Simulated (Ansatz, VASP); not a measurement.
Two plane-wave programs on Ga2SeS2

```
CELL_PARAMETERS angstrom
4.44400 0.00000 0.00000
-2.22200 3.84861 0.00000
0.00000 0.00000 7.73730
ATOMIC_POSITIONS crystal
Ga 0.00000 0.00000 0.69236
Ga 0.00000 0.00000 0.30764
Se 0.00000 0.00000 0.00000
S 0.33333 0.66667 0.50000
S 0.66667 0.33333 0.50000
```

Alike in both runs: functional PBE; k mesh 6 × 6 × 4; occupations gaussian, width 0.1 eV; no spin polarisation.

Ansatz relaxed the structure, and its values are those at the end. VASP's run is a single point on that final structure, the one shown.

|  | VASP | Ansatz |
| --- | --- | --- |
| version | VASP 6.6.1 | Ansatz 0.2.0 |
| potentials or method | VASP PAW PBE potentials, release 64 (Ga_d, Se, S), cutoff 520 eV | scalar-relativistic, plane waves, PAW |
| valence electrons in the cell | 44 | 54 |

|  | VASP | Ansatz | Ansatz less VASP |
| --- | --- | --- | --- |
| gap on the k mesh at the Fermi level (eV) | none | none | - |
| pressure (GPa) | 0.0 | 0.0 | -0.02 |

A gap of «none» marks a metal or a gap that the smearing closes. The functional is the same, so the differences come from potentials, cutoffs and numerics. VASP's potentials hold 44 valence electrons a cell and Ansatz's 54, so a difference there can come from the potentials and not from the codes.
